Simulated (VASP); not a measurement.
## CdS5: single point with PBE

The system is CdS5.

```
Cd S
1.0
     8.09890    0.00000    0.00000
    -4.04945    7.01385    0.00000
     0.00000    0.00000    2.64548
Cd S
1 5
Direct
  0.00000 0.00000 0.00000
  0.50000 0.00000 0.50000
  0.00000 0.50000 0.50000
  0.50000 0.50000 0.50000
  0.33333 0.66667 0.50000
  0.66667 0.33333 0.50000
```

| Quantity | Value |
| --- | --- |
| Program | VASP 6.6.1 |
| Task | single point |
| Functional | PBE |
| Potentials or basis | VASP PAW PBE potentials, release 64 (Cd, S) |
| Cutoff | 520 eV |
| k mesh | 6 × 6 × 14 |
| Occupations | gaussian, width 0.1 eV |
| Spin | no spin polarisation |
| Dipole correction | no |
| k mesh for the DOS | 9 × 9 × 21 |
| Occupations for the DOS | tetrahedron |
| Further INCAR settings | ALGO = Normal; EDIFF = 1e-06 |

```
Valence electrons inside the program's atomic spheres : Cd 10.32; S 3.53, 3.54 (each value once)
```

Levels at points of the mesh, in eV from the Fermi level:
```
           k point  band 17  band 18  band 19  band 20  band 21  band 22  band 23  band 24  band 25
(0.00, 0.00, 0.00)    -2.57    -2.42    -0.76     1.12     2.09     2.39     2.39     2.77     2.79
```

Wall time 3.8 min on 1 thread of Intel(R) Xeon(R) 6975P-C (Granite Rapids) (shared host), peak memory 0.54 GiB.
